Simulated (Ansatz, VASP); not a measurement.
# One calculation of Lu, two programs

The input INCAR:

```
SYSTEM = Lu
  PREC = Accurate
  ENCUT = 520
  EDIFF = 1E-6
  ISMEAR = -1
  SIGMA = 0.1
  LREAL = .FALSE.
  LASPH = .TRUE.
  NELM = 80
  ALGO = Normal
  ISIF = 2
  LWAVE = .FALSE.
  LCHARG = .TRUE.
  GGA = PE
  LELF = .TRUE.
  LVHAR = .TRUE.
  NBANDS = 32
```

The input KPOINTS:

```
regular mesh
0
G
  11 11 6
  0 0 0
```

The input POSCAR:

```
Lu
1.0
    3.5070808964      0.0000000000      0.0000000000
   -1.7535404482      3.0372211494      0.0000000000
    0.0000000000      0.0000000000      5.4772888711
Lu
2
Direct
    0.3333333333      0.6666666667      0.2500000000
    0.6666666667      0.3333333333      0.7500000000
```

Input for Ansatz:

```yaml
crystal:
  lattice:
    - [3.5070808964, 0.0, 0.0]
    - [-1.7535404482, 3.0372211494, 0.0]
    - [0.0, 0.0, 5.4772888711]
  atoms:
    - { symbol: Lu, position: [0.3333333333, 0.6666666667, 0.25] }
    - { symbol: Lu, position: [0.6666666667, 0.3333333333, 0.75] }
hamiltonian:
  xc: pbe
  pseudopotentials:
    kind: paw
    azcp:
      Lu: "pseudopotentials/Lu.paw.azcp"
basis:
  ecutwfc: 420
  fft_grid_basis: typed
kpoints:
  mp_grid: { grid: [11, 11, 6], shift: [0, 0, 0] }
magnetization:
  spin_polarized: false
scf:
  occupations: { method: fermi_dirac, width: 0.1 }
  lower_state_search: "off"
output:
  stress: true
  write_density: true
  write_potential: true
  elf: true
  volumetric_format: npy
```

Alike in both runs: task single point; functional PBE; k mesh 11 × 11 × 6; occupations fermi-dirac, width 0.1 eV; no spin polarisation.

|  | VASP | Ansatz |
| --- | --- | --- |
| version | VASP 6.6.1 | Ansatz 0.2.0 |
| potentials or method | VASP PAW PBE potentials, release 64 (Lu), cutoff 520 eV | plane waves (420 eV) with PAW, scalar-relativistic |
| valence electrons in the cell | 50 | 50 |

```tsv
	VASP	Ansatz	Ansatz less VASP
pressure (GPa)	0.4	0.0	-0.35
traceless stress, the component that is largest in VASP (GPa)	0.06	0.06	-0.003
```

Spin-orbit coupling is off throughout.
